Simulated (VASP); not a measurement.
Here is a VASP 6.6.1 calculation.

The input INCAR:

```
SYSTEM = SnO2
ALGO = Normal
EDIFF = 1E-6
EDIFFG = -0.01
ENCUT = 600
GGA = PS
IBRION = 2
ISIF = 3
ISMEAR = 0
LASPH = .TRUE.
LCHARG = .FALSE.
LREAL = .FALSE.
LWAVE = .FALSE.
NELM = 80
NSW = 80
PREC = Accurate
SIGMA = 0.01
```

KPOINTS

```
k-points
0
G
  8 8 8
  0 0 0
```

The input POSCAR:

```
SnO2
1.0
   -2.0000686100      2.0000686100      5.1236788600
    2.0000686100     -2.0000686100      5.1236788600
    2.0000686100      2.0000686100     -5.1236788600
Sn O
2 4
Direct
    0.7500000000      0.2500000000      0.5000000000
    0.0000000000      0.0000000000      0.0000000000
    0.7965225900      0.7965225900      0.0000000000
    0.9534774100      0.4534774100      0.5000000000
    0.2034774100      0.2034774100      0.0000000000
    0.5465225900      0.0465225900      0.5000000000
```

Potentials or basis: VASP PAW PBE potentials, release 64 (Sn_d, O).

Run with:

```bash
$ cat potpaw_PBE.64/Sn_d/POTCAR potpaw_PBE.64/O/POTCAR > POTCAR
$ mpirun -np 1 vasp_std > vasp.out
```

(1) Estimate the band gap on the k mesh.

(2) Estimate the relaxed volume.

(3) Estimate the relaxed cell.

## Answers

(1) 1.51 eV, indirect (least direct gap 1.88 eV).

(2) 13.77 Å³/atom.

(3) a = 5.858 Å, b = 5.858 Å, c = 5.858 Å, α = 139.91°, β = 139.91°, γ = 57.99°.

Caveat: the PAW data sets were made with another functional, which shifts forces and pressure a little; spin-orbit coupling is left out, which moves the levels of the heavy elements.
